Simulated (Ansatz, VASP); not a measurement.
# One calculation of Mo, two programs

```
Mo
1.0
     2.56874    0.00000    0.00000
     0.00000    2.56874    0.00000
     0.00000    0.00000    2.56874
Mo
1
Direct
  0.00000 0.00000 0.00000
```

Alike in both runs: task single point; functional PBE; k mesh 14 × 14 × 14; occupations fermi-dirac, width 0.1 eV; no spin polarisation.

|  | VASP | Ansatz |
| --- | --- | --- |
| version | VASP 6.6.1 | Ansatz 0.2.0 |
| potentials or method | VASP PAW PBE potentials, release 64 (Mo_sv), cutoff 520 eV | plane waves (420 eV) with PAW, scalar-relativistic |
| valence electrons in the cell | 14 | 14 |

```tsv
	VASP	Ansatz	Ansatz less VASP
pressure (GPa)	7.8	7.3	-0.54
```
